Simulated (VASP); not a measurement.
A run of VASP 6.6.1 is set up as follows.

The input INCAR:

```
PREC = Accurate ; ENCUT = 600
EDIFF = 1E-7 ; ISMEAR = -1
SIGMA = 0.02 ; LREAL = F
LASPH = T ; NELM = 100
ALGO = Normal ; ISIF = 3
LWAVE = F ; LCHARG = F
GGA = PE ; IBRION = 2
NSW = 80 ; EDIFFG = -0.005
```

File KPOINTS:

```
regular mesh
0
Gamma
  8 8 8
```

The input POSCAR:

```
KNaF2
1.0
    1.6157662186      0.9328630613      5.2770703723
   -1.6157662186      0.9328630613      5.2770703723
    0.0000000000     -1.8657261225      5.2770703723
Na K F
1 1 2
Direct
    1.0000000000      0.0000000000      0.0000000000
    0.5000000000      0.5000000000      0.5000000000
    0.2500000000      0.2500000000      0.2500000000
    0.7500000000      0.7500000000      0.7500000000
```

Potentials or basis: VASP PAW PBE potentials, release 64 (Na_pv, K_sv, F).

The run is started by

```console
$ cat potpaw_PBE.64/Na_pv/POTCAR potpaw_PBE.64/K_sv/POTCAR potpaw_PBE.64/F/POTCAR > POTCAR
$ mpirun -np 1 vasp_std > vasp.out
```

Question: Estimate the band gap on the k mesh.

Answer: 5.96 eV, direct.

Question: What does it give for the relaxed cell?

Answer: a = 6.234 Å, b = 6.234 Å, c = 6.234 Å, α = 33.15°, β = 33.15°, γ = 33.15°.

Question: Predict the relaxed volume.

Answer: 16.12 Å³/atom.

Final structure:
```yaml
crystal:
  lattice:
    - [1.77839, 1.02676, 5.88590]
    - [-1.77839, 1.02676, 5.88590]
    - [0.00000, -2.05351, 5.88590]
  atoms:
    - { symbol: Na, position: [0.00000, 0.00000, 0.00000] }
    - { symbol: K, position: [0.50000, 0.50000, 0.50000] }
    - { symbol: F, position: [0.26033, 0.26033, 0.26033] }
    - { symbol: F, position: [0.73967, 0.73967, 0.73967] }
```

Caveat: the volume moved by over 15 % at a fixed basis, so the end points are rough. A k mesh can miss the band edges.
